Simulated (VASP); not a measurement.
# Al (Fm-3m) in VASP: single point with PBE

Aim: the single point of Al with PBE.

All numbers are computed with VASP 6.6.1; they aren't measurements. Logs are shortened: lines on timing, memory, paths and dates and some standing lists are left out, and cuts for length are marked.

## Step 1: The cell of the first run

Symmetry: Fm-3m, No. 225, cubic system. Conventional cell: a = 3.030 Å, b = 3.030 Å, c = 3.030 Å, α = 90.00°, β = 90.00°, γ = 90.00°. Al (site symmetry m-3m) has 12 Al at 2.14 Å within 2.8 Å.

## Step 2: Single point, PBE (6.96 Å³/atom)

INCAR reads:

```
ALGO = Normal
EDIFF = 1E-6
ENCUT = 500
GGA = PE
GGA_COMPAT = F
ISIF = 2
ISMEAR = -1
LASPH = T
LCHARG = F
LREAL = F
LWAVE = F
NBANDS = 8
NELM = 120
PREC = Accurate
SIGMA = 0.08
```

KPOINTS reads:

```
k-points
0
Gamma
  22 22 22
```

POSCAR reads:

```
Al
1.0
    0.0000000000      1.5151246144      1.5151246144
    1.5151246144      0.0000000000      1.5151246144
    1.5151246144      1.5151246144      0.0000000000
Al
1
Direct
    0.0000000000      0.0000000000      0.0000000000
```

Potentials or basis: VASP PAW PBE potentials, release 64 (Al).

Run with:

```sh
> cat potpaw_PBE.64/Al/POTCAR > POTCAR
> mpirun -np 1 vasp_std > vasp.out
```

OUTCAR:

```text
EDIFF = 1E-6
   ENCUT = 500
   GGA = PE
   ISIF = 2
   ISMEAR = -1
   LASPH = T
   LREAL = F
   NELM = 120
   PREC = Accurate

 ion  position               nearest neighbor table
   1  0.000  0.000  0.000-

  LATTYP: Found a face centered cubic cell.
 ALAT       =     3.0302492288

  Lattice vectors:

 A1 = (   0.0000000000,   1.5151246144,   1.5151246144)
 A2 = (   1.5151246144,   0.0000000000,   1.5151246144)
 A3 = (   1.5151246144,   1.5151246144,   0.0000000000)

Analysis of symmetry for initial positions (statically):
=====================================================================
 Subroutine PRICEL returns:
 Original cell was already a primitive cell.

 Routine SETGRP: Setting up the symmetry group for a
 face centered cubic supercell.

 Subroutine GETGRP returns: Found 48 space group operations
 (whereof 48 operations were pure point group operations)
 out of a pool of 48 trial point group operations.

The static configuration has the point symmetry O_h .

Analysis of symmetry for dynamics (positions and initial velocities):
=====================================================================
 Subroutine PRICEL returns:
 Original cell was already a primitive cell.

 Routine SETGRP: Setting up the symmetry group for a
 face centered cubic supercell.

 Subroutine GETGRP returns: Found 48 space group operations
 (whereof 48 operations were pure point group operations)
 out of a pool of 48 trial point group operations.

The dynamic configuration has the point symmetry O_h .

 Subroutine INISYM returns: Found 48 space group operations
 (whereof 48 operations are pure point group operations),
 and found     1 'primitive' translations

----------------------------------------------------------------------------------------

                                     Primitive cell

  volume of cell :       6.9562

  direct lattice vectors                    reciprocal lattice vectors
     0.000000000  1.515124614  1.515124614    -0.330005859  0.330005859  0.330005859
     1.515124614  0.000000000  1.515124614     0.330005859 -0.330005859  0.330005859
     1.515124614  1.515124614  0.000000000     0.330005859  0.330005859 -0.330005859

  length of vectors
     2.142709778  2.142709778  2.142709778     0.571586915  0.571586915  0.571586915

  position of ions in fractional coordinates (direct lattice)
     0.000000000  0.000000000  0.000000000

  ion indices of the primitive-cell ions
   primitive index   ion index
                 1           1

----------------------------------------------------------------------------------------

 KPOINTS: k-points

Automatic generation of k-mesh.
 Grid dimensions read from file:
 generate k-points for:   22   22   22

 Generating k-lattice:

  Cartesian coordinates                     Fractional coordinates (reciprocal lattice)
    -0.015000266  0.015000266  0.015000266     0.045454545  0.000000000  0.000000000
     0.015000266 -0.015000266  0.015000266     0.000000000  0.045454545  0.000000000
     0.015000266  0.015000266 -0.015000266     0.000000000  0.000000000  0.045454545

  Length of vectors
     0.025981223  0.025981223  0.025981223

  Shift w.r.t. Gamma in fractional coordinates (k-lattice)
     0.000000000  0.000000000  0.000000000

 Subroutine IBZKPT returns following result:
 ===========================================

 Found    328 irreducible k-points:

 Following reciprocal coordinates:
            Coordinates               Weight
  0.000000  0.000000  0.000000      1.000000
  0.045455  0.000000  0.000000      8.000000
  0.090909  0.000000  0.000000      8.000000
  0.136364  0.000000  0.000000      8.000000
  0.181818  0.000000  0.000000      8.000000
  0.227273  0.000000  0.000000      8.000000
[... 16 lines left out ...]
  0.500000  0.045455  0.000000     24.000000
 -0.454545  0.045455  0.000000     24.000000
 [... further k-points ...]
   k-points           NKPTS =    328   k-points in BZ     NKDIM =    328   number of bands    NBANDS=      8
   number of dos      NEDOS =    301   number of ions     NIONS =      1
   total plane-waves  NPLWV =   4096
   dimension x,y,z NGX =    16 NGY =   16 NGZ =   16
   dimension x,y,z NGXF=    32 NGYF=   32 NGZF=   32
   ions per type =               1
   NGX,Y,Z   is equivalent  to a cutoff of  12.41, 12.41, 12.41 a.u.
   NGXF,Y,Z  is equivalent  to a cutoff of  24.83, 24.83, 24.83 a.u.
 SYSTEM =  unknown system
   PREC   = accura    normal or accurate (medium, high low for compatibility)
   ISTART =      0    job   : 0-new  1-cont  2-samecut
   ICHARG =      2    charge: 1-file 2-atom 10-const
   ISPIN  =      1    spin polarized calculation?
   LNONCOLLINEAR =      F non collinear calculations
   LSORBIT =      F    spin-orbit coupling
   LASPH  =      T    aspherical Exc in radial PAW
   ENCUT  =  500.0 eV  36.75 Ry    6.06 a.u.   3.91  3.91  3.91*2*pi/ulx,y,z
   NELM   =    120;   NELMIN=  2; NELMDL= -5     # of ELM steps
   EDIFF  = 0.1E-05   stopping-criterion for ELM
   LREAL  =      F    real-space projection
   EDIFFG = 0.1E-04   stopping-criterion for IOM
   NSW    =      0    number of steps for IOM
   IBRION =     -1    ionic relax: 0-MD 1-quasi-New 2-CG
   NFREE  =      0    steps in history (QN), initial steepest desc. (CG)
   ISIF   =      2    stress and relaxation
   ISYM   =      2    0-nonsym 1-usesym 2-fastsym
   POTIM  = 0.5000    time-step for ionic-motion
   TEBEG  =    0.0;   TEEND  =   0.0 temperature during run
   PSTRESS=    0.0 pullay stress
   NELECT =       3.0000    total number of electrons
   NUPDOWN=      -1.0000    fix difference up-down
   EMIN   =  10.00;   EMAX   =-10.00  energy-range for DOS
   EFERMI =   0.00;   METHOD = LEGACY
   ISMEAR =    -1;   SIGMA  =   0.08  broadening in eV -4-tet -1-fermi 0-gaus
   EFERMI_NEDOS =   21; number of points for ismear=-14 and -15
   IALGO  =     38    algorithm
   IMIX   =      4    mixing-type and parameters
     AMIX     =   0.40;   BMIX     =  1.00
     AMIX_MAG =   1.60;   BMIX_MAG =  1.00
  volume/ion in A,a.u.               =       6.96        46.94
  Fermi-wavevector in a.u.,A,eV,Ry     =   1.236869  2.337343 20.814790  1.529844
  Thomas-Fermi vector in A             =   2.371459
   LORBIT       =      0    0 simple, 1 ext, 2 COOP (PROOUT), +10 PAW based schemes
   GGA     = PE    functional components
   LHFCALC =     F    Hartree Fock is set to
   AEXX    =    0.0000 exact exchange contribution
   IVDW    =     0    specifies the selected vdW correction
   LEPSILON=     F    determine dielectric tensor
   LRPA    =     F    only Hartree local field effects (RPA)
 non-spin polarized calculation
  energy-cutoff  :      500.00
  volume of cell :        6.96
 maximum number of plane-waves:       190
   NGX =  7   NGY =  7   NGZ =  7

 number of electron       3.0000000 magnetization

 Free energy of the ion-electron system (eV)
  ---------------------------------------------------
  ext. energy  EPLUGINS =         0.00000000
  ---------------------------------------------------
  free energy    TOTEN  =         2.06653621 eV

  energy without entropy =        2.07123276  energy(sigma->0) =        2.06888448

 E-fermi :  20.3475     XC(G=0): -13.8386

 val. band max:       20.2997667167   @ k =  -0.3182   0.4545   0.2273
 cond. band min:      20.3878972549   @ k =   0.5000   0.2727   0.0455
 fundamental gap:      0.0881305382
 Fermi energy:        20.3474841925

 k-point     1 :       0.0000    0.0000    0.0000
  band No.  band energies     occupation
      1       2.4744      2.00000
      2      39.2331      0.00000
      3      39.2331      0.00000
      4      39.2331      0.00000
      5      44.9837      0.00000
      6      49.6216      0.00000
      7      49.6216      0.00000
      8      49.6216      0.00000

 k-point     2 :       0.0455    0.0000    0.0000
  band No.  band energies     occupation
      1       2.5739      2.00000
      2      37.9680      0.00000
      3      39.2093      0.00000
      4      39.2093      0.00000
      5      45.8933      0.00000
      6      49.3160      0.00000
      7      49.3160      0.00000
      8      49.6789      0.00000

 k-point     3 :       0.0909    0.0000    0.0000
  band No.  band energies     occupation
      1       2.8712      2.00000
      2      35.4880      0.00000
      3      39.1326      0.00000
      4      39.1326      0.00000
      5      46.6021      0.00000
      6      48.6319      0.00000
      7      48.6319      0.00000
      8      50.7044      0.00000

 k-point     4 :       0.1364    0.0000    0.0000
  band No.  band energies     occupation
      1       3.3632      2.00000
      2      32.7583      0.00000
      3      38.9905      0.00000
      4      38.9905      0.00000
      5      46.1398      0.00000
      6      47.8607      0.00000
      7      47.8607      0.00000
      8      52.8693      0.00000

 k-point     5 :       0.1818    0.0000    0.0000
  band No.  band energies     occupation
      1       4.0447      2.00000
      2      30.0202      0.00000
      3      38.7722      0.00000
      4      38.7722      0.00000
      5      45.3657      0.00000
      6      47.1570      0.00000
      7      47.1570      0.00000
      8      54.2453      0.00000
[... 177 lines left out ...]
 k-point    22 :       0.4545    0.0455    0.0000
  band No.  band energies     occupation
      1      11.0696      2.00000
      2      16.6126      2.00000
      3      36.0861      0.00000
      4      36.6980      0.00000
      5      43.8611      0.00000
      6      45.1429      0.00000
      7      46.2037      0.00000
      8      53.1071      0.00000

 k-point    23 :       0.5000    0.0455    0.0000
  band No.  band energies     occupation
      1      12.3976      2.00000
      2      15.0592      2.00000
      3      35.8355      0.00000
      4      36.7727      0.00000
      5      43.8201      0.00000
      6      45.3098      0.00000
      7      45.9216      0.00000
      8      52.9010      0.00000

 k-point    24 :      -0.4545    0.0455    0.0000
  band No.  band energies     occupation
      1      12.0320      2.00000
      2      15.4699      2.00000
      3      35.7033      0.00000
      4      36.9699      0.00000
      5      43.8455      0.00000
      6      45.5202      0.00000
      7      45.6619      0.00000
      8      52.9650      0.00000

 [... further k-points ...]

------------------------ aborting loop because EDIFF is reached ----------------------------------------

  FORCE on cell =-STRESS in cart. coord.  units (eV):
  Direction    XX          YY          ZZ          XY          YZ          ZX
  --------------------------------------------------------------------------------------
  -------------------------------------------------------------------------------------
  Total       17.5187247     17.5187247     17.5187247     -0.0000000      0.0000000     -0.0000000
  in kB     4034.9486710   4034.9486710   4034.9486710     -0.0000000      0.0000000     -0.0000000
  external PRESSURE =    4034.9486710 kB  Pullay stress =       0.0000000 kB

 VOLUME and BASIS-vectors are now :
 -----------------------------------------------------------------------------
  energy-cutoff  :      500.00
  volume of cell :        6.96
      direct lattice vectors                 reciprocal lattice vectors
     0.000000000  1.515124614  1.515124614    -0.330005859  0.330005859  0.330005859
     1.515124614  0.000000000  1.515124614     0.330005859 -0.330005859  0.330005859
     1.515124614  1.515124614  0.000000000     0.330005859  0.330005859 -0.330005859

 POSITION                                       TOTAL-FORCE (eV/Angst)
 -----------------------------------------------------------------------------------
      0.00000      0.00000      0.00000        -0.000000     -0.000000      0.000000
 -----------------------------------------------------------------------------------
    total drift:                                0.000000     -0.000000     -0.000000

  FREE ENERGIE OF THE ION-ELECTRON SYSTEM (eV)
  ---------------------------------------------------
  free  energy   TOTEN  =         2.0665362097 eV

  energy  without entropy=        2.0712327560  energy(sigma->0) =        2.06888448
```

Wall time 15 s (1 thread of Intel Xeon 8259CL, shared host); peak memory 0.12 GiB.

Results:

| Property | Result |
| --- | --- |
| Free energy | 2.0665 eV |
| Pressure | 403.5 GPa |
| Band gap on the k mesh | zero (an odd number of electrons rules out a gap without spin polarisation) |

Caveat: the cell stands under pressure.

The gap in the log of VASP goes by the Fermi energy; the results here count the filled bands.